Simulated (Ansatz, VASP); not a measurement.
**Fe: VASP beside Ansatz**

```
Fe
1.0
     0.00000    3.58300    3.58300
     1.79150    0.00000    1.79150
     1.79150    1.79150    0.00000
Fe
2
Direct
  0.00000 0.00000 0.00000
  0.50000 0.00000 0.00000
```

Alike in both runs: task single point; functional PBEsol; k mesh 6 × 12 × 12; occupations fermi-dirac, width 0.1 eV; collinear spin.

```csv
,VASP,Ansatz
version,VASP 6.6.1,Ansatz 0.2.0
potentials or method,"VASP PAW PBE potentials, release 64 (Fe), cutoff 520 eV","PAW, plane waves, scalar-relativistic"
valence electrons in the cell,16,32
```

|  | VASP | Ansatz | Ansatz less VASP |
| --- | --- | --- | --- |
| pressure (GPa) | -21.3 | -22.0 | -0.74 |
| traceless stress, the component that is largest in VASP (GPa) | -2.72 | -2.76 | -0.035 |
| net moment per atom (μB) | 0.00 | 0.00 | 0.000 |
| size of the moment on the site where the two differ most (μB) | 1.62 | 1.58 | -0.046 |

VASP's potentials were made for PBE, not for PBEsol. Site moments also hang on the region over which each program counts them. VASP's potentials hold 16 valence electrons a cell and Ansatz's 32, so a difference there can come from the potentials and not from the codes.
